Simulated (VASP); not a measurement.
## Be: single point with PBEsol

Crystal: Be.

```
Be
1.0
    -1.12868    1.20503    1.22424
     1.17220   -1.23439    1.29712
     1.23709    1.34280   -1.25360
Be
1
Direct
  0.00000 0.00000 0.00000
```

```yaml
Program: VASP 6.6.1
Task: single point
Functional: PBEsol
Potentials_or_basis: VASP PAW PBE potentials, release 64 (Be)
Cutoff: 520 eV
k_mesh: 18 × 18 × 18, shifted
Occupations: gaussian, width 0.15 eV
Spin: no spin polarisation
```

The pressure is 2.7 GPa and the band gap on the k mesh is zero (band 1 reaches 11.06 eV, above the bottom of band 2 at 6.56 eV).

Stress tensor (GPa, compression positive):
```
  7.58 -16.99  -8.58
-16.99   1.90   5.62
 -8.58   5.62  -1.29
```

Levels at points of the mesh, in eV from the Fermi level:
| k point | band 1 | band 2 | band 3 | band 4 |
| --- | --- | --- | --- | --- |
| (0.03, 0.03, 0.03) | -11.97 | 17.70 | 18.89 | 20.51 |

It took 89 s on 1 thread of AMD EPYC 9R45 (Zen 5) (shared host), peak memory 0.21 GiB.

Caveat: the PAW data sets were made with another functional, which shifts forces and pressure a little.
